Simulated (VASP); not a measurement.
# In (Cmmm) in VASP: a series of runs

Runs on In. Level: PBE. Tasks: single point, relaxation of cell and atoms.

Everything below comes from runs of VASP 6.6.1. Logs are shortened: lines on timing, memory, paths and dates and some standing lists are left out, and cuts for length are marked.

## (1) The cell of the first run

The structure is orthorhombic, space group Cmmm (No. 65). The conventional cell has a = 5.665 Å, b = 8.455 Å, c = 6.403 Å, α = 90.00°, β = 90.00°, γ = 90.00°. In (site symmetry 2) has 6 In at 2.83 to 3.20 Å within 3.7 Å. In (site symmetry mmm) has 8 In at 3.01 Å within 4.0 Å.

## (2) Single point, PBE

INCAR

```
SYSTEM = In
  ALGO = Normal
  EDIFF = 1E-6
  ENCUT = 520
  GGA = PE
  ISIF = 2
  ISMEAR = 0
  LASPH = .True.
  LCHARG = .False.
  LREAL = .False.
  LWAVE = .False.
  NBANDS = 40
  NELM = 100
  PREC = Accurate
  SIGMA = 0.1
```

KPOINTS

```
k-points
0
Gamma
  4 4 4
  0 0 0
```

POSCAR

```
In
1.0
    2.8322666091     -4.2273549712      0.0000000000
    2.8322666091      4.2273549712      0.0000000000
    0.0000000000      0.0000000000      6.4030193780
In
5
Direct
    0.5000000000      0.0000000000      0.2500000000
    0.0000000000      0.5000000000      0.7500000000
    0.0000000000      0.5000000000      0.2500000000
    0.5000000000      0.0000000000      0.7500000000
    0.0000000000      0.0000000000      0.0000000000
```

Potentials or basis: VASP PAW PBE potentials, release 64 (In_d).

Started as:

```sh
> cat potpaw_PBE.64/In_d/POTCAR > POTCAR
> mpirun -np 1 vasp_std > vasp.out
```

OUTCAR:

```text
SYSTEM = In
   EDIFF = 1E-6
   ENCUT = 520
   GGA = PE
   ISIF = 2
   ISMEAR = 0
   LASPH = .True.
   LREAL = .False.
   NELM = 100
   PREC = Accurate

 ion  position               nearest neighbor table
   1  0.500  0.000  0.250-   3 2.83   3 2.83   5 3.01   5 3.01   4 3.20   4 3.20
   2  0.000  0.500  0.750-   4 2.83   4 2.83   5 3.01   5 3.01   3 3.20   3 3.20
   3  0.000  0.500  0.250-   1 2.83   1 2.83   5 3.01   5 3.01   2 3.20   2 3.20
   4  0.500  0.000  0.750-   2 2.83   2 2.83   5 3.01   5 3.01   1 3.20   1 3.20
   5  0.000  0.000  0.000-   1 3.01   2 3.01   3 3.01   4 3.01   2 3.01   3 3.01   1 3.01   4 3.01

  LATTYP: Found a base centered orthorhombic cell.
 ALAT       =     5.6645332182
 B/A-ratio  =     1.4925695758
 C/A-ratio  =     1.1303701702

  Lattice vectors:

 A1 = (   2.8322666091,  -4.2273549712,   0.0000000000)
 A2 = (   2.8322666091,   4.2273549712,   0.0000000000)
 A3 = (   0.0000000000,   0.0000000000,   6.4030193780)

Analysis of symmetry for initial positions (statically):
=====================================================================
 Subroutine PRICEL returns:
 Original cell was already a primitive cell.

 Routine SETGRP: Setting up the symmetry group for a
 base centered orthorhombic supercell.

 Subroutine GETGRP returns: Found  8 space group operations
 (whereof  8 operations were pure point group operations)
 out of a pool of  8 trial point group operations.

The static configuration has the point symmetry D_2h.

Analysis of symmetry for dynamics (positions and initial velocities):
=====================================================================
 Subroutine PRICEL returns:
 Original cell was already a primitive cell.

 Routine SETGRP: Setting up the symmetry group for a
 base centered orthorhombic supercell.

 Subroutine GETGRP returns: Found  8 space group operations
 (whereof  8 operations were pure point group operations)
 out of a pool of  8 trial point group operations.

The dynamic configuration has the point symmetry D_2h.

 Subroutine INISYM returns: Found  8 space group operations
 (whereof  8 operations are pure point group operations),
 and found     1 'primitive' translations

----------------------------------------------------------------------------------------

                                     Primitive cell

  volume of cell :     153.3267

  direct lattice vectors                    reciprocal lattice vectors
     2.832266609 -4.227354971  0.000000000     0.176537053 -0.118277269  0.000000000
     2.832266609  4.227354971  0.000000000     0.176537053  0.118277269  0.000000000
     0.000000000  0.000000000  6.403019378     0.000000000  0.000000000  0.156176319

  length of vectors
     5.088444182  5.088444182  6.403019378     0.212496690  0.212496690  0.156176319

  position of ions in fractional coordinates (direct lattice)
     0.500000000  0.000000000  0.250000000
     0.000000000  0.500000000  0.750000000
     0.000000000  0.500000000  0.250000000
     0.500000000  0.000000000  0.750000000
     0.000000000  0.000000000  0.000000000

  ion indices of the primitive-cell ions
   primitive index   ion index
                 1           1
                 2           2
                 3           3
                 4           4
                 5           5

----------------------------------------------------------------------------------------

 KPOINTS: k-points

Automatic generation of k-mesh.
 Grid dimensions read from file:
 generate k-points for:    4    4    4

 Generating k-lattice:

  Cartesian coordinates                     Fractional coordinates (reciprocal lattice)
     0.044134263 -0.029569317  0.000000000     0.250000000  0.000000000  0.000000000
     0.044134263  0.029569317  0.000000000     0.000000000  0.250000000  0.000000000
     0.000000000  0.000000000  0.039044080     0.000000000  0.000000000  0.250000000

  Length of vectors
     0.053124173  0.053124173  0.039044080

  Shift w.r.t. Gamma in fractional coordinates (k-lattice)
     0.000000000  0.000000000  0.000000000

 Subroutine IBZKPT returns following result:
 ===========================================

 Found     21 irreducible k-points:

 Following reciprocal coordinates:
            Coordinates               Weight
  0.000000  0.000000  0.000000      1.000000
  0.250000 -0.000000  0.000000      4.000000
  0.500000 -0.000000  0.000000      2.000000
  0.250000  0.250000  0.000000      2.000000
  0.500000  0.250000  0.000000      4.000000
 -0.250000  0.250000  0.000000      2.000000
[... 13 lines left out ...]
 -0.250000  0.250000  0.500000      2.000000
  0.500000  0.500000  0.500000      1.000000
   k-points           NKPTS =     21   k-points in BZ     NKDIM =     21   number of bands    NBANDS=     40
   number of dos      NEDOS =    301   number of ions     NIONS =      5
   total plane-waves  NPLWV =  76800
   dimension x,y,z NGX =    40 NGY =   40 NGZ =   48
   dimension x,y,z NGXF=    80 NGYF=   80 NGZF=   96
   ions per type =               5
   NGX,Y,Z   is equivalent  to a cutoff of  13.07, 13.07, 12.46 a.u.
   NGXF,Y,Z  is equivalent  to a cutoff of  26.14, 26.14, 24.93 a.u.
 SYSTEM =  In
   PREC   = accura    normal or accurate (medium, high low for compatibility)
   ISTART =      0    job   : 0-new  1-cont  2-samecut
   ICHARG =      2    charge: 1-file 2-atom 10-const
   ISPIN  =      1    spin polarized calculation?
   LNONCOLLINEAR =      F non collinear calculations
   LSORBIT =      F    spin-orbit coupling
   LASPH  =      T    aspherical Exc in radial PAW
   ENCUT  =  520.0 eV  38.22 Ry    6.18 a.u.   9.46  9.46 11.91*2*pi/ulx,y,z
   NELM   =    100;   NELMIN=  2; NELMDL= -5     # of ELM steps
   EDIFF  = 0.1E-05   stopping-criterion for ELM
   LREAL  =      F    real-space projection
   EDIFFG = 0.1E-04   stopping-criterion for IOM
   NSW    =      0    number of steps for IOM
   IBRION =     -1    ionic relax: 0-MD 1-quasi-New 2-CG
   NFREE  =      0    steps in history (QN), initial steepest desc. (CG)
   ISIF   =      2    stress and relaxation
   ISYM   =      2    0-nonsym 1-usesym 2-fastsym
   POTIM  = 0.5000    time-step for ionic-motion
   TEBEG  =    0.0;   TEEND  =   0.0 temperature during run
   PSTRESS=    0.0 pullay stress
   NELECT =      65.0000    total number of electrons
   NUPDOWN=      -1.0000    fix difference up-down
   EMIN   =  10.00;   EMAX   =-10.00  energy-range for DOS
   EFERMI =   0.00;   METHOD = LEGACY
   ISMEAR =     0;   SIGMA  =   0.10  broadening in eV -4-tet -1-fermi 0-gaus
   EFERMI_NEDOS =   21; number of points for ismear=-14 and -15
   IALGO  =     38    algorithm
   IMIX   =      4    mixing-type and parameters
     AMIX     =   0.40;   BMIX     =  1.00
     AMIX_MAG =   1.60;   BMIX_MAG =  1.00
  volume/ion in A,a.u.               =      30.67       206.94
  Fermi-wavevector in a.u.,A,eV,Ry     =   1.229816  2.324015 20.578089  1.512447
  Thomas-Fermi vector in A             =   2.364688
   LORBIT       =      0    0 simple, 1 ext, 2 COOP (PROOUT), +10 PAW based schemes
   GGA     = PE    functional components
   LHFCALC =     F    Hartree Fock is set to
   AEXX    =    0.0000 exact exchange contribution
   IVDW    =     0    specifies the selected vdW correction
   LEPSILON=     F    determine dielectric tensor
   LRPA    =     F    only Hartree local field effects (RPA)
 non-spin polarized calculation
 Gauss-broadening in eV      SIGMA  =   0.10
  energy-cutoff  :      520.00
  volume of cell :      153.33
 maximum number of plane-waves:      4168
 NGX is ok and might be reduce to    40

 number of electron      65.0000061 magnetization

 Free energy of the ion-electron system (eV)
  ---------------------------------------------------
  ext. energy  EPLUGINS =         0.00000000
  ---------------------------------------------------
  free energy    TOTEN  =       -11.53899314 eV

  energy without entropy =      -11.52629076  energy(sigma->0) =      -11.53264195

 E-fermi :   5.7766     XC(G=0):  -9.2598

 val. band max:        5.6089515732   @ k =   0.5000   0.5000   0.0000
 cond. band min:       5.7785669953   @ k =   0.0000   0.0000   0.0000
 fundamental gap:      0.1696154222
 Fermi energy:         5.7766093286

 k-point     1 :       0.0000    0.0000    0.0000
  band No.  band energies     occupation
      1      -9.5374      2.00000
      2      -9.4381      2.00000
      3      -9.2318      2.00000
      4      -9.2173      2.00000
      5      -9.2159      2.00000
      6      -9.1832      2.00000
[... 32 lines left out ...]
     39       9.2585      0.00000
     40       9.7025      0.00000

 k-point     2 :       0.2500   -0.0000    0.0000
  band No.  band energies     occupation
      1      -9.4007      2.00000
      2      -9.2954      2.00000
      3      -9.2323      2.00000
      4      -9.2266      2.00000
      5      -9.1545      2.00000
      6      -9.1259      2.00000
[... 32 lines left out ...]
     39      10.1567      0.00000
     40      10.5994      0.00000

 k-point     3 :       0.5000   -0.0000    0.0000
  band No.  band energies     occupation
      1      -9.2532      2.00000
      2      -9.2279      2.00000
      3      -9.1735      2.00000
      4      -9.1178      2.00000
      5      -9.0786      2.00000
      6      -9.0747      2.00000
[... 32 lines left out ...]
     39      10.3718      0.00000
     40      12.2451      0.00000

 k-point     4 :       0.2500    0.2500    0.0000
  band No.  band energies     occupation
      1      -9.2313      2.00000
      2      -9.2265      2.00000
      3      -9.1832      2.00000
      4      -9.1302      2.00000
      5      -9.0938      2.00000
      6      -9.0821      2.00000
[... 32 lines left out ...]
     39      10.3242      0.00000
     40      11.8572      0.00000
[... 643 lines left out ...]
     39       9.7769      0.00000
     40      11.1175      0.00000

 k-point    20 :      -0.2500    0.2500    0.5000
  band No.  band energies     occupation
      1      -9.4825      2.00000
      2      -9.4773      2.00000
      3      -9.3189      2.00000
      4      -9.2247      2.00000
      5      -9.1432      2.00000
      6      -9.1352      2.00000
[... 32 lines left out ...]
     39      10.8134      0.00000
     40      11.1211      0.00000

 k-point    21 :       0.5000    0.5000    0.5000
  band No.  band energies     occupation
      1      -9.4875      2.00000
      2      -9.4681      2.00000
      3      -9.3368      2.00000
      4      -9.2658      2.00000
      5      -9.2014      2.00000
      6      -9.0966      2.00000
[... 32 lines left out ...]
     39      10.8918      0.00000
     40      11.0482      0.00000

------------------------ aborting loop because EDIFF is reached ----------------------------------------

  FORCE on cell =-STRESS in cart. coord.  units (eV):
  Direction    XX          YY          ZZ          XY          YZ          ZX
  --------------------------------------------------------------------------------------
  -------------------------------------------------------------------------------------
  Total        8.0000383      1.2402687      2.0621594      0.0000000      0.0000000      0.0000000
  in kB       83.5959023     12.9601103     21.5484060      0.0000000      0.0000000      0.0000000
  external PRESSURE =      39.3681396 kB  Pullay stress =       0.0000000 kB

 VOLUME and BASIS-vectors are now :
 -----------------------------------------------------------------------------
  energy-cutoff  :      520.00
  volume of cell :      153.33
      direct lattice vectors                 reciprocal lattice vectors
     2.832266609 -4.227354971  0.000000000     0.176537053 -0.118277269  0.000000000
     2.832266609  4.227354971  0.000000000     0.176537053  0.118277269  0.000000000
     0.000000000  0.000000000  6.403019378     0.000000000  0.000000000  0.156176319

 POSITION                                       TOTAL-FORCE (eV/Angst)
 -----------------------------------------------------------------------------------
      1.41613     -2.11368      1.60075        -0.000000      0.000000      0.523841
      1.41613      2.11368      4.80226         0.000000     -0.000000     -0.523841
      1.41613      2.11368      1.60075         0.000000     -0.000000      0.523841
      1.41613     -2.11368      4.80226         0.000000      0.000000     -0.523841
      0.00000      0.00000      0.00000        -0.000000      0.000000      0.000000
 -----------------------------------------------------------------------------------
    total drift:                               -0.000000     -0.000000     -0.000000

  FREE ENERGIE OF THE ION-ELECTRON SYSTEM (eV)
  ---------------------------------------------------
  free  energy   TOTEN  =       -11.5389931402 eV

  energy  without entropy=      -11.5262907554  energy(sigma->0) =      -11.53264195
```

It took 72 s on 1 thread of AMD EPYC 9R45 (Zen 5), shared host; peak memory 0.26 GiB.

Results:

```
Free energy   : -11.5390 eV
Pressure      : 3.9 GPa
Largest force : 0.524 eV/Å
```

Forces in eV/Å, atoms in the order of the input:
```
In   0.000  0.000  0.524
In   0.000  0.000 -0.524
In   0.000  0.000  0.524
In   0.000  0.000 -0.524
In   0.000  0.000  0.000
```

Levels at points of the mesh, in eV from the Fermi level:
```
           k point  band 29  band 30  band 31  band 32  band 33  band 34  band 35  band 36  band 37  band 38
(0.00, 0.00, 0.00)    -2.85    -2.64    -0.69     0.00     0.05     0.15     0.77     1.28     3.22     3.40
(0.50, 0.00, 0.00)    -3.74    -3.43    -1.89    -1.43    -0.94     1.13     2.40     3.15     3.16     4.03
(0.50, 0.50, 0.00)    -4.09    -2.82    -2.60    -2.10    -0.22    -0.17     0.13     1.06     4.14     4.51
(0.00, 0.00, 0.50)    -1.95    -1.63    -1.23    -1.16    -0.36     0.24     0.70     1.63     1.89     2.02
(0.50, 0.00, 0.50)    -5.64    -2.20    -1.07    -0.18     0.91     1.94     2.18     2.24     2.62     4.21
(0.50, 0.50, 0.50)    -3.66    -2.98    -2.42    -1.77    -1.61     1.29     1.81     3.97     4.67     4.68
```

Caveat: spin-orbit coupling is left out, which moves the levels of the heavy elements.

## (3) Relaxation of cell and atoms, PBE

INCAR

```
SYSTEM = In
PREC = Accurate
ENCUT = 600
EDIFF = 1E-6
ISMEAR = 0
SIGMA = 0.1
LREAL = .FALSE.
LASPH = .TRUE.
NELM = 100
ALGO = Normal
ISIF = 3
LWAVE = .FALSE.
LCHARG = .FALSE.
GGA = PE
IBRION = 2
NSW = 90
EDIFFG = -0.04
```

KPOINTS

```
Automatic mesh
0
G
  4 4 4
  0 0 0
```

POSCAR is that of step 2.

Potentials or basis: VASP PAW PBE potentials, release 64 (In_d).

Started as:

```sh
> cat potpaw_PBE.64/In_d/POTCAR > POTCAR
> mpirun -np 1 vasp_std > vasp.out
```

It took 28 min on 1 thread of AMD EPYC 9R45 (Zen 5), shared host; peak memory 0.33 GiB.

It converged, with:

- Free energy: -12.3701 eV
- Relaxed volume: 30.09 Å³/atom
- Relaxed cell: a = 4.527 Å, b = 4.527 Å, c = 7.340 Å, α = 90.00°, β = 90.00°, γ = 89.99°
- Space group after relaxing (to 0.05 Å): P4/mmm (No. 123)
- Energy gained by relaxing: 166.2 meV/atom
- Ionic steps: 29
- Pressure after relaxing: 0.1 GPa
- Largest force after relaxing: 0.013 eV/Å

Forces on the atoms (eV/Å):
```
In   0.000  0.000  0.013
In   0.000  0.000 -0.013
In   0.000  0.000  0.013
In   0.000  0.000 -0.013
In   0.000  0.000  0.000
```

Step by step:
```csv
step,energy change (eV),largest force (eV/Å),pressure (GPa),volume (Å³)
1,0.0000,0.5238,3.98,153.33
2,-0.3902,0.1925,-0.17,170.66
3,-0.4007,0.1218,-1.07,176.49
4,-0.4024,0.1389,-0.85,175.03
5,-0.4590,0.1372,-0.60,171.76
6,-0.5156,0.1496,-0.07,166.59
7,-0.5033,0.1177,1.54,155.93
8,-0.5373,0.1499,0.44,162.27
9,-0.5377,0.1428,0.59,161.33
10,-0.5680,0.0652,0.08,163.24
11,-0.5791,0.0232,-0.41,164.84
12,-0.6068,0.0991,-0.14,161.84
13,-0.6376,0.2482,0.28,157.96
14,-0.6592,0.4194,1.12,149.83
15,-0.6672,0.4307,1.08,149.51
16,-0.7084,0.4176,0.95,148.51
17,-0.7488,0.3724,1.13,146.29
18,-0.7510,0.3807,1.08,146.72
19,-0.7678,0.3454,0.78,147.72
20,-0.8013,0.2490,0.04,150.74
21,-0.8066,0.0917,-0.91,156.87
22,-0.8129,0.1544,-0.57,154.37
23,-0.8196,0.1177,-0.45,153.54
24,-0.8261,0.0433,-0.15,152.05
25,-0.8264,0.0168,-0.04,151.58
26,-0.8295,0.0147,0.06,151.11
27,-0.8307,0.0132,0.11,150.74
28,-0.8303,0.0109,0.21,150.00
29,-0.8310,0.0126,0.12,150.46
```

Final structure:
```yaml
crystal:
  lattice:
    - [3.20165, -3.20110, 0.00000]
    - [3.20165, 3.20110, 0.00000]
    - [0.00000, 0.00000, 7.34034]
  atoms:
    - { symbol: In, position: [0.50000, 0.00000, 0.29419] }
    - { symbol: In, position: [0.00000, 0.50000, 0.70581] }
    - { symbol: In, position: [0.00000, 0.50000, 0.29419] }
    - { symbol: In, position: [0.50000, 0.00000, 0.70581] }
    - { symbol: In, position: [0.00000, 0.00000, 0.00000] }
```

Levels at points of the mesh, in eV from the Fermi level:
```csv
k point,band 29,band 30,band 31,band 32,band 33,band 34,band 35,band 36,band 37,band 38
"(0.00, 0.00, 0.00)",-2.12,-1.15,-1.15,0.21,1.05,1.05,1.75,1.96,2.29,3.37
"(0.50, 0.00, 0.00)",-4.32,-3.79,-2.06,0.46,1.66,1.80,2.38,2.95,3.21,3.53
"(0.50, 0.50, 0.00)",-3.12,-3.12,-2.81,-2.62,-1.55,-1.55,-1.10,-0.57,3.19,6.39
"(0.00, 0.00, 0.50)",-1.95,-1.89,-0.62,-0.40,-0.40,-0.32,-0.32,2.97,3.43,3.79
"(0.50, 0.00, 0.50)",-5.48,-1.08,-0.45,0.76,0.90,0.93,1.86,2.06,2.43,2.71
"(0.50, 0.50, 0.50)",-4.50,-4.50,-3.54,-2.57,-1.60,1.36,1.36,1.50,1.92,1.92
```

Caveat: spin-orbit coupling is left out, which moves the levels of the heavy elements.

## (4) Single point, PBE

This run uses another cell than the first one: it holds 1 atom, not 5.

INCAR

```
ALGO = Fast
EDIFF = 1E-7
ENCUT = 520
GGA = PE
ISIF = 2
ISMEAR = 0
LASPH = T
LCHARG = T
LELF = T
LREAL = F
LVHAR = T
LWAVE = F
NBANDS = 12
NELM = 80
PREC = Accurate
SIGMA = 0.1
```

KPOINTS

```
k-points
0
Gamma
  8 8 4
```

POSCAR

```
In
1.0
    1.5787467680     -2.9225685379      0.0000000000
    1.5787467680      2.9225685379      0.0000000000
    0.0000000000      0.0000000000      3.0390572238
In
1
Direct
    0.0000000000      0.0000000000      0.0000000000
```

Started as:

```sh
> cat potpaw_PBE.64/In_d/POTCAR > POTCAR
> mpirun -np 1 vasp_std > vasp.out
```

Run time: 11 s. Hardware: 1 thread of Intel Xeon 6975P-C (Granite Rapids), shared host; peak memory 0.15 GiB.

It converged, with:

```
Free energy : -2.5657 eV
Pressure    : 0.2 GPa
```

Stress tensor (GPa, compression positive):
```
0.03 0.00 0.00
0.00 0.39 0.00
0.00 0.00 0.18
```

Levels at points of the mesh, in eV from the Fermi level:
```tsv
k point	band 4	band 5	band 6	band 7	band 8	band 9	band 10	band 11
(0.00, 0.00, 0.00)	-14.31	-14.28	-9.12	7.34	8.27	9.63	10.64	11.85
(0.50, 0.00, 0.00)	-14.34	-14.27	-4.31	-3.09	4.63	8.06	11.53	13.11
(0.50, 0.50, 0.00)	-14.31	-14.30	-5.02	-3.30	6.05	9.48	10.88	12.92
(0.00, 0.00, 0.50)	-14.48	-14.46	-5.45	-3.46	11.57	13.16	13.47	14.36
(0.50, 0.00, 0.50)	-14.27	-14.10	-0.34	-0.31	0.22	4.35	7.59	10.62
(0.50, 0.50, 0.50)	-14.28	-14.14	-1.13	-0.50	-0.31	4.00	9.09	11.73
```

Caveat: the k points lie up to 0.52 Å⁻¹ apart; spin-orbit coupling is left out, which moves the levels of the heavy elements.

## (5) Summary

| task | cell | k mesh | cutoff (eV) | gap on the mesh (eV) | pressure (GPa) | largest force (eV/Å) |
| --- | --- | --- | --- | --- | --- | --- |
| single point | a = 5.088, b = 5.088, c = 6.403 Å, angles 90.0, 90.0, 112.4°, 5 atoms | 4 × 4 × 4 | 520 | none | 3.9 | 0.52 |
| relaxation of cell and atoms | relaxed from a = 5.088, b = 5.088, c = 6.403 Å, angles 90.0, 90.0, 112.4°, 5 atoms | 4 × 4 × 4 | 600 | none | 0.1 | 0.01 |
| single point | a = 3.322, b = 3.322, c = 3.039 Å, angles 90.0, 90.0, 123.2°, 1 atom | 8 × 8 × 4 | 520 | none | 0.2 | - |

Alike in all rows: level PBE; potentials or basis VASP PAW PBE potentials, release 64 (In_d); no spin polarisation; smearing gaussian 0.1 eV.

Caveats: some runs use coarse meshes; spin-orbit coupling is left out, which moves the levels of the heavy elements.

Absolute energies hang on the potentials; compare differences alone.
